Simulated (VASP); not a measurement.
## Cs: single point with PBEsol

Crystal: Cs.

```xyz
2
Lattice="5.0950 0.0000 0.0000 -2.5475 4.4124 0.0000 0.0000 0.0000 8.2538" Properties=species:S:1:pos:R:3 pbc="T T T"
Cs    0.0000    2.9416    2.0635
Cs    2.5475    1.4708    6.1904
```

This cell differs from its parent crystal: volume scaled by 0.84.

| Property | Result |
| --- | --- |
| Program | VASP 6.6.1 |
| Task | single point |
| Functional | PBEsol |
| Potentials or basis | VASP PAW PBE potentials, release 64 (Cs_sv) |
| Cutoff | 520 eV |
| k mesh | 8 × 8 × 5 |
| Occupations | fermi-dirac, width 0.08 eV |
| Spin | no spin polarisation |
| Dipole correction | no |
| Further INCAR settings | ALGO = Normal; EDIFF = 1e-06; NBANDS = 16 |

```
Pressure               : 0.4 GPa
Band gap on the k mesh : zero (band 9 reaches 1.45 eV, above the bottom of band 10 at 0.08 eV)
```

Levels at points of the mesh, in eV from the Fermi level:
| k point | band 7 | band 8 | band 9 | band 10 | band 11 | band 12 |
| --- | --- | --- | --- | --- | --- | --- |
| (0.00, 0.00, 0.00) | -10.40 | -10.39 | -1.90 | -0.11 | 1.06 | 2.49 |
| (0.50, 0.00, 0.00) | -10.46 | -10.43 | -0.03 | 0.36 | 0.67 | 0.98 |

Wall time 25 s on 1 thread of Intel(R) Xeon(R) 6975P-C (Granite Rapids), on a shared host, peak memory 0.32 GiB.

Caveat: the PAW data sets were made with another functional, which shifts forces and pressure a little; spin-orbit coupling is left out, which moves the levels of the heavy elements.
